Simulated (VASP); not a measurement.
Input of a VASP 6.6.1 run:

File INCAR:

```
SYSTEM = AlRu
PREC     = Accurate       ! precision mode
ENCUT    = 600            ! plane-wave cutoff, eV
EDIFF    = 1E-8           ! SCF threshold, eV
ISMEAR   = -1             ! smearing method
SIGMA    = 0.15           ! smearing width, eV
LREAL    = .False.        ! projectors in reciprocal space
LASPH    = .True.         ! aspherical terms in the spheres
NELM     = 100            ! most SCF steps
ALGO     = Normal         ! electronic algorithm
ISIF     = 3              ! what is computed and relaxed
LWAVE    = .False.        ! write WAVECAR
LCHARG   = .True.         ! write CHGCAR
GGA      = CA             ! functional
NBANDS   = 16             ! bands
IBRION   = 6              ! ionic algorithm
NFREE    = 2            
POTIM    = 0.015          ! step
NSW      = 1              ! ionic steps
```

The input KPOINTS:

```
Automatic mesh
0
Gamma
  14 14 14
  0 0 0
```

POSCAR

```
AlRu
1.0
    2.9276575817      0.0000000000      0.0000000000
    0.0000000000      2.9276575817      0.0000000000
    0.0000000000      0.0000000000      2.9276575817
Al Ru
1 1
Direct
    0.0000000000      0.0000000000      0.0000000000
    0.5000000000      0.5000000000      0.5000000000
```

Potentials or basis: VASP PAW LDA potentials, release 64 (Al, Ru_pv).

Command:

```bash
$ cat potpaw_LDA.64/Al/POTCAR potpaw_LDA.64/Ru_pv/POTCAR > POTCAR
$ mpirun -np 1 vasp_std > vasp.out
```

Q: Estimate the elastic constants C11, C12, C44.

A: 393, 187, 153 GPa.

Q: Estimate the Voigt bulk modulus.

A: 256 GPa.

Q: Predict the highest phonon frequency at Γ, LO-TO splitting left out.

A: 345 cm⁻¹.

Phonon frequencies in cm⁻¹ (negative: imaginary):
```tsv
q point	frequencies
(0.000, 0.000, 0.000)	0 0 0 345 345 345
```

Caveat: the cell is under stress, which shifts elastic constants.
